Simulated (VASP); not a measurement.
Ga2O3 (d.b): single point with PBE+D3(BJ)

The system is Ga2O3 (d.b).

```
CELL_PARAMETERS angstrom
2.50000 1.44338 4.49000
-2.50000 1.44338 4.49000
0.00000 -2.88675 4.49000
ATOMIC_POSITIONS crystal
Ga 0.35500 0.35500 0.35500
Ga 0.14500 0.14500 0.14500
Ga 0.64500 0.64500 0.64500
Ga 0.85500 0.85500 0.85500
O 0.55500 0.94500 0.25000
O 0.25000 0.55500 0.94500
O 0.94500 0.25000 0.55500
O 0.44500 0.05500 0.75000
O 0.75000 0.44500 0.05500
O 0.05500 0.75000 0.44500
```

```yaml
Program: VASP 6.6.1
Task: single point
Functional: PBE
Dispersion: D3(BJ)
Potentials_or_basis: VASP PAW PBE potentials, release 64 (Ga_d, O)
Cutoff: 600 eV
k_mesh: 6 × 6 × 6
Occupations: gaussian, width 0.1 eV
Spin: no spin polarisation
```

The pressure is 4.5 GPa and the largest force is 0.117 eV/Å. The band gap on the k mesh is 2.76 eV, indirect (least direct gap 3.01 eV) and the dispersion energy per atom is -0.215 eV.

Forces on the atoms (eV/Å):
```
Ga   0.000  0.000  0.110
Ga   0.000  0.000 -0.110
Ga   0.000  0.000 -0.110
Ga   0.000  0.000  0.110
O   -0.117  0.000  0.000
O    0.058 -0.101  0.000
O    0.058  0.101  0.000
O    0.117  0.000  0.000
O   -0.058  0.101  0.000
O   -0.058 -0.101  0.000
```

Stress tensor (GPa, compression positive):
```
4.68 0.00 0.00
0.00 4.68 0.00
0.00 0.00 4.28
```

Levels at points of the mesh, in eV from the valence-band top:
```
           k point  band 41  band 42  band 43  band 44  band 45  band 46  band 47  band 48
(0.00, 0.00, 0.00)    -0.32    -0.31    -0.25    -0.25     2.76     6.63     6.86     8.92
(0.50, 0.00, 0.00)    -0.97    -0.97    -0.15    -0.15     6.33     6.33     6.71     6.71
(0.50, 0.50, 0.00)    -0.85    -0.70    -0.25    -0.14     6.50     6.68     7.58     7.65
(0.50, 0.50, 0.50)    -0.30    -0.30    -0.30    -0.30     5.82     5.82     7.79     7.79
```

Wall time 3.2 min on 1 thread of Intel(R) Xeon(R) Platinum 8488C (Sapphire Rapids), with other jobs on the host, peak memory 0.41 GiB.

A k mesh can miss the band edges. As with any semilocal functional, this PBE gap is likely too small.
